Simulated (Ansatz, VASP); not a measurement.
## Two plane-wave programs on V

```xyz
1
Lattice="-1.5130 1.5130 1.5130 1.5130 -1.5130 1.5130 1.5130 1.5130 -1.5130" Properties=species:S:1:pos:R:3 pbc="T T T"
V     0.0000    0.0000    0.0000
```

Alike in both runs: task single point; functional PBEsol; k mesh 24 × 24 × 24; occupations gaussian, width 0.15 eV; no spin polarisation.

|  | VASP | Ansatz |
| --- | --- | --- |
| version | VASP 6.6.1 | Ansatz 0.2.0 |
| potentials or method | VASP PAW PBE potentials, release 64 (V_sv), cutoff 520 eV | scalar-relativistic, plane waves, PAW |
| valence electrons in the cell | 13 | 13 |

Ansatz gave:

| Quantity | Value |
| --- | --- |
| gap on the k mesh at the Fermi level (eV) | none |
| pressure (GPa) | -11.7 |

Task: Which values does VASP return?

Result: gap on the k mesh at the Fermi level (eV): none; pressure (GPa): -11.5.

VASP's potentials were made for PBE, not for PBEsol. A gap of «none» marks a metal or a gap that the smearing closes.
